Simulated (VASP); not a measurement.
# Nb (P6/mmm) in VASP: relaxation of cell and atoms with BLYP

Aim: the relaxation of cell and atoms of Nb with BLYP.

Program: VASP 6.6.1. These are calculated values, not measurements. Logs are shortened: lines on timing, memory, paths and dates and some standing lists are left out, and cuts for length are marked.

### 1 The cell of the first run

The structure is hexagonal, space group P6/mmm (No. 191). Conventional cell: a = 4.666 Å, b = 4.666 Å, c = 2.860 Å, α = 90.00°, β = 90.00°, γ = 120.00°. Within 3.8 Å of Nb (site symmetry 6/mmm) lie 14 Nb at 2.86 to 3.05 Å. Within 3.6 Å of Nb (site symmetry -6m2) lie 11 Nb at 2.69 to 3.05 Å.

### 2 Relaxation of cell and atoms, BLYP

File INCAR:

```
PREC = Accurate
ENCUT = 600
EDIFF = 1E-6
ISMEAR = -1
SIGMA = 0.1
LREAL = False
LASPH = True
NELM = 60
ALGO = Normal
ISIF = 3
LWAVE = False
LCHARG = False
GGA = B5
ALDAX = 1.0
AGGAX = 1.0
AGGAC = 1.0
ALDAC = 0.0
IBRION = 2
NSW = 80
EDIFFG = -0.01
```

File KPOINTS:

```
regular mesh
0
Gamma
  8 8 11
```

File POSCAR:

```
Nb
1.0
    4.6658771090      0.0000000000      0.0000000000
   -2.3329385545      4.0407681073      0.0000000000
    0.0000000000      0.0000000000      2.8601826678
Nb
3
Direct
    0.0000000000      0.0000000000      0.0000000000
    0.3333333333      0.6666666667      0.5000000000
    0.6666666667      0.3333333333      0.5000000000
```

Potentials or basis: VASP PAW PBE potentials, release 64 (Nb_sv).

On the command line:

```console
$ cat potpaw_PBE.64/Nb_sv/POTCAR > POTCAR
$ mpirun -np 1 vasp_std > vasp.out
```

OUTCAR:

```text
PREC = Accurate
   ENCUT = 600
   EDIFF = 1E-6
   ISMEAR = -1
   LREAL = False
   LASPH = True
   NELM = 60
   ISIF = 3
   GGA = B5
   IBRION = 2
   NSW = 80
   EDIFFG = -0.01

 ion  position               nearest neighbor table
   1  0.000  0.000  0.000-
   2  0.333  0.667  0.500-   3 2.69   3 2.69   3 2.69
   3  0.667  0.333  0.500-   2 2.69   2 2.69   2 2.69

  LATTYP: Found a hexagonal cell.
 ALAT       =     4.6658771090
 C/A-ratio  =     0.6130000000

  Lattice vectors:

 A1 = (   4.6658771090,   0.0000000000,   0.0000000000)
 A2 = (  -2.3329385545,   4.0407681073,   0.0000000000)
 A3 = (   0.0000000000,   0.0000000000,   2.8601826678)

Analysis of symmetry for initial positions (statically):
=====================================================================
 Subroutine PRICEL returns:
 Original cell was already a primitive cell.

 Routine SETGRP: Setting up the symmetry group for a
 hexagonal supercell.

 Subroutine GETGRP returns: Found 24 space group operations
 (whereof 24 operations were pure point group operations)
 out of a pool of 24 trial point group operations.

The static configuration has the point symmetry D_6h.

Analysis of symmetry for dynamics (positions and initial velocities):
=====================================================================
 Subroutine PRICEL returns:
 Original cell was already a primitive cell.

 Routine SETGRP: Setting up the symmetry group for a
 hexagonal supercell.

 Subroutine GETGRP returns: Found 24 space group operations
 (whereof 24 operations were pure point group operations)
 out of a pool of 24 trial point group operations.

The dynamic configuration has the point symmetry D_6h.

 Subroutine INISYM returns: Found 24 space group operations
 (whereof 24 operations are pure point group operations),
 and found     1 'primitive' translations

----------------------------------------------------------------------------------------

                                     Primitive cell

  volume of cell :      53.9251

  direct lattice vectors                    reciprocal lattice vectors
     4.665877109  0.000000000  0.000000000     0.214321976  0.123738850  0.000000000
    -2.332938555  4.040768107  0.000000000     0.000000000  0.247477701  0.000000000
     0.000000000  0.000000000  2.860182668     0.000000000  0.000000000  0.349628019

  length of vectors
     4.665877109  4.665877109  2.860182668     0.247477701  0.247477701  0.349628019

  position of ions in fractional coordinates (direct lattice)
     0.000000000  0.000000000  0.000000000
     0.333333333  0.666666667  0.500000000
     0.666666667  0.333333333  0.500000000

  ion indices of the primitive-cell ions
   primitive index   ion index
                 1           1
                 2           2
                 3           3

----------------------------------------------------------------------------------------

 KPOINTS: regular mesh

Automatic generation of k-mesh.
 Grid dimensions read from file:
 generate k-points for:    8    8   11

 Generating k-lattice:

  Cartesian coordinates                     Fractional coordinates (reciprocal lattice)
     0.026790247  0.015467356  0.000000000     0.125000000 -0.000000000  0.000000000
     0.000000000  0.030934713  0.000000000     0.000000000  0.125000000  0.000000000
     0.000000000  0.000000000  0.031784365     0.000000000  0.000000000  0.090909091

  Length of vectors
     0.030934713  0.030934713  0.031784365

  Shift w.r.t. Gamma in fractional coordinates (k-lattice)
     0.000000000  0.000000000  0.000000000

 Subroutine IBZKPT returns following result:
 ===========================================

 Found     60 irreducible k-points:

 Following reciprocal coordinates:
            Coordinates               Weight
  0.000000  0.000000  0.000000      1.000000
  0.125000  0.000000  0.000000      6.000000
  0.250000  0.000000  0.000000      6.000000
  0.375000  0.000000  0.000000      6.000000
  0.500000  0.000000  0.000000      3.000000
  0.125000  0.125000  0.000000      6.000000
[... 16 lines left out ...]
  0.250000  0.000000  0.181818     12.000000
  0.375000  0.000000  0.181818     12.000000
 [... further k-points ...]
   k-points           NKPTS =     60   k-points in BZ     NKDIM =     60   number of bands    NBANDS=     23
   number of dos      NEDOS =    301   number of ions     NIONS =      3
   total plane-waves  NPLWV =  38400
   dimension x,y,z NGX =    40 NGY =   40 NGZ =   24
   dimension x,y,z NGXF=    80 NGYF=   80 NGZF=   48
   ions per type =               3
   NGX,Y,Z   is equivalent  to a cutoff of  14.25, 14.25, 13.95 a.u.
   NGXF,Y,Z  is equivalent  to a cutoff of  28.50, 28.50, 27.90 a.u.
 SYSTEM =  unknown system
   PREC   = accura    normal or accurate (medium, high low for compatibility)
   ISTART =      0    job   : 0-new  1-cont  2-samecut
   ICHARG =      2    charge: 1-file 2-atom 10-const
   ISPIN  =      1    spin polarized calculation?
   LNONCOLLINEAR =      F non collinear calculations
   LSORBIT =      F    spin-orbit coupling
   LASPH  =      T    aspherical Exc in radial PAW
   ENCUT  =  600.0 eV  44.10 Ry    6.64 a.u.   9.32  9.32  5.71*2*pi/ulx,y,z
   NELM   =     60;   NELMIN=  2; NELMDL= -5     # of ELM steps
   EDIFF  = 0.1E-05   stopping-criterion for ELM
   LREAL  =      F    real-space projection
   EDIFFG = -.1E-01   stopping-criterion for IOM
   NSW    =     80    number of steps for IOM
   IBRION =      2    ionic relax: 0-MD 1-quasi-New 2-CG
   NFREE  =      1    steps in history (QN), initial steepest desc. (CG)
   ISIF   =      3    stress and relaxation
   ISYM   =      2    0-nonsym 1-usesym 2-fastsym
   POTIM  = 0.5000    time-step for ionic-motion
   TEBEG  =    0.0;   TEEND  =   0.0 temperature during run
   PSTRESS=    0.0 pullay stress
   NELECT =      39.0000    total number of electrons
   NUPDOWN=      -1.0000    fix difference up-down
   EMIN   =  10.00;   EMAX   =-10.00  energy-range for DOS
   EFERMI =   0.00;   METHOD = LEGACY
   ISMEAR =    -1;   SIGMA  =   0.10  broadening in eV -4-tet -1-fermi 0-gaus
   EFERMI_NEDOS =   21; number of points for ismear=-14 and -15
   IALGO  =     38    algorithm
   IMIX   =      4    mixing-type and parameters
     AMIX     =   0.40;   BMIX     =  1.00
     AMIX_MAG =   1.60;   BMIX_MAG =  1.00
  volume/ion in A,a.u.               =      17.98       121.30
  Fermi-wavevector in a.u.,A,eV,Ry     =   1.469488  2.776930 29.380351  2.159395
  Thomas-Fermi vector in A             =   2.584859
   LORBIT       =      0    0 simple, 1 ext, 2 COOP (PROOUT), +10 PAW based schemes
   GGA     = B5    functional components
   LHFCALC =     F    Hartree Fock is set to
   AEXX    =    0.0000 exact exchange contribution
   IVDW    =     0    specifies the selected vdW correction
   LEPSILON=     F    determine dielectric tensor
   LRPA    =     F    only Hartree local field effects (RPA)
 conjugate gradient relaxation of ions
 non-spin polarized calculation
  energy-cutoff  :      600.00
  volume of cell :       53.93
 maximum number of plane-waves:      1823
 NGX is ok and might be reduce to    40
   NGX = 19   NGY = 19   NGZ = 11

--------------------------------------- Ionic step        1  -------------------------------------------

 number of electron      39.0000000 magnetization

 Free energy of the ion-electron system (eV)
  ---------------------------------------------------
  ext. energy  EPLUGINS =         0.00000000
  ---------------------------------------------------
  free energy    TOTEN  =       -25.62190003 eV

  energy without entropy =      -25.51059130  energy(sigma->0) =      -25.56624566

------------------------ aborting loop because EDIFF is reached ----------------------------------------

  FORCE on cell =-STRESS in cart. coord.  units (eV):
  Direction    XX          YY          ZZ          XY          YZ          ZX
  --------------------------------------------------------------------------------------
  -------------------------------------------------------------------------------------
  Total        6.5452134      6.5452134     -1.0717507      0.0000000      0.0000000      0.0000000
  in kB      194.4658730    194.4658730    -31.8429560      0.0000000      0.0000000      0.0000000
  external PRESSURE =     119.0295967 kB  Pullay stress =       0.0000000 kB
[... 22 lines left out ...]
  energy  without entropy=      -25.5105912991  energy(sigma->0) =      -25.56624566

--------------------------------------- Ionic step        2  -------------------------------------------

 number of electron      39.0000002 magnetization

 E-fermi :   9.5534     XC(G=0): -10.9823

 val. band max:        9.5371387906   @ k =   0.1250   0.0000   0.4545
 cond. band min:       9.5613868178   @ k =   0.2500   0.1250   0.2727
 fundamental gap:      0.0242480272
 Fermi energy:         9.5533597176

 k-point     1 :       0.0000    0.0000    0.0000
  band No.  band energies     occupation
      1     -45.1807      2.00000
      2     -45.0973      2.00000
      3     -45.0266      2.00000
      4     -21.4620      2.00000
      5     -21.4620      2.00000
      6     -21.3856      2.00000
[... 613 lines left out ...]
     22      10.5993      0.00006
     23      10.9495      0.00000

 [... further k-points ...]
[... 5 lines left out ...]
  --------------------------------------------------------------------------------------
  -------------------------------------------------------------------------------------
  Total       -5.3434717     -5.3434717     -5.7872963      0.0000000     -0.0000000      0.0000000
  in kB     -132.2421871   -132.2421871   -143.2261198      0.0000000     -0.0000000      0.0000000
  external PRESSURE =    -135.9034980 kB  Pullay stress =       0.0000000 kB
[... 170 lines left out ...]
  energy  without entropy=      -25.9521606659  energy(sigma->0) =      -26.00832232

--------------------------------------- Ionic step        7  -------------------------------------------

 number of electron      39.0000000 magnetization

 Free energy of the ion-electron system (eV)
  ---------------------------------------------------
  ext. energy  EPLUGINS =         0.00000000
  ---------------------------------------------------
  free energy    TOTEN  =       -26.06635539 eV

  energy without entropy =      -25.95201770  energy(sigma->0) =      -26.00918655

 E-fermi :  11.0318     XC(G=0): -11.5392

 val. band max:       11.0124898110   @ k =   0.0000   0.0000   0.4545
 cond. band min:      11.0375171527   @ k =   0.2500   0.2500   0.0000
 fundamental gap:      0.0250273417
 Fermi energy:        11.0318010028

 k-point     1 :       0.0000    0.0000    0.0000
  band No.  band energies     occupation
      1     -43.5602      2.00000
      2     -43.4187      2.00000
      3     -43.3526      2.00000
      4     -19.9523      2.00000
      5     -19.9523      2.00000
      6     -19.7899      2.00000
[... 613 lines left out ...]
     22      12.1649      0.00002
     23      12.5428      0.00000

 [... further k-points ...]
[... 5 lines left out ...]
  --------------------------------------------------------------------------------------
  -------------------------------------------------------------------------------------
  Total       -0.0047709     -0.0047709      0.0283728     -0.0000000     -0.0000000      0.0000000
  in kB       -0.1324442     -0.1324442      0.7876510     -0.0000000     -0.0000000      0.0000000
  external PRESSURE =       0.1742542 kB  Pullay stress =       0.0000000 kB
[... 18 lines left out ...]
  FREE ENERGIE OF THE ION-ELECTRON SYSTEM (eV)
  ---------------------------------------------------
  free  energy   TOTEN  =       -26.0663553888 eV

  energy  without entropy=      -25.9520177021  energy(sigma->0) =      -26.00918655

 reached required accuracy - stopping structural energy minimisation
```

It took 4.5 min on 1 thread of Intel Xeon 6975P-C (Granite Rapids), shared host; peak memory 0.24 GiB.

What came out:

```
Free energy                            : -26.0664 eV
Relaxed volume                         : 19.24 Å³/atom
Relaxed cell                           : a = 4.955 Å, b = 4.955 Å, c = 2.714 Å, α = 90.00°, β = 90.00°, γ = 120.00°
Space group after relaxing (to 0.05 Å) : P6/mmm (No. 191)
Energy gained by relaxing              : 148.2 meV/atom
Ionic steps                            : 7
Pressure after relaxing                : 0.0 GPa
```

Stress tensor (GPa, compression positive):
```
-0.01  0.00  0.00
 0.00 -0.01  0.00
 0.00  0.00  0.08
```

Step by step:
| step | energy change (eV) | largest force (eV/Å) | pressure (GPa) | volume (Å³) |
| --- | --- | --- | --- | --- |
| 1 | 0.0000 | 0.0000 | 11.90 | 53.93 |
| 2 | -0.1180 | 0.0000 | -13.59 | 64.74 |
| 3 | -0.3528 | 0.0000 | -4.78 | 59.61 |
| 4 | -0.4097 | 0.0000 | 1.48 | 57.42 |
| 5 | -0.4419 | 0.0000 | -1.25 | 58.24 |
| 6 | -0.4426 | 0.0000 | 1.16 | 57.27 |
| 7 | -0.4445 | 0.0000 | 0.02 | 57.71 |

Final structure:
```cif
data_structure
_symmetry_space_group_name_H-M 'P 1'
_symmetry_Int_Tables_number 1
_cell_length_a 4.9554
_cell_length_b 4.9554
_cell_length_c 2.7139
_cell_angle_alpha 90.000
_cell_angle_beta 90.000
_cell_angle_gamma 120.000
_cell_volume 57.71
loop_
_atom_site_label
_atom_site_type_symbol
_atom_site_fract_x
_atom_site_fract_y
_atom_site_fract_z
_atom_site_occupancy
Nb1 Nb 0.00000 0.00000 0.00000 1
Nb2 Nb 0.33333 0.66667 0.50000 1
Nb3 Nb 0.66667 0.33333 0.50000 1
```

Caveat: the PAW data sets were made with another functional, which shifts forces and pressure a little.
